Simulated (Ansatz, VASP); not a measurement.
**One calculation of Pt, two programs**

```xyz
1
Lattice="0.0000 2.0255 2.0255 2.0255 0.0000 2.0255 2.0255 2.0255 0.0000" Properties=species:S:1:pos:R:3 pbc="T T T"
Pt    0.0000    0.0000    0.0000
```

Alike in both runs: functional BLYP; k mesh 14 × 14 × 14; occupations fermi-dirac, width 0.05 eV; collinear spin.

Ansatz relaxed the structure, and its values are those at the end. VASP's run is a single point on that final structure, the one shown.

```csv
,VASP,Ansatz
version,VASP 6.6.1,Ansatz 0.2.0
potentials or method,"VASP PAW PBE potentials, release 64 (Pt_sv_GW), cutoff 570 eV","plane waves (420 eV) with PAW, scalar-relativistic"
valence electrons in the cell,18,18
```

VASP gave:

- pressure (GPa): -0.2
- net moment per atom (μB): 0.00

Question: Which values does Ansatz return?

Answer: Pressure (GPa): 0.0; net moment per atom (μB): 0.00.

VASP's potentials were made for PBE, not for BLYP. With one functional, cell and mesh, what is left measures potentials, basis and numerics. Ansatz's warnings: seeded moment not kept.

Neither program's run includes spin-orbit coupling.
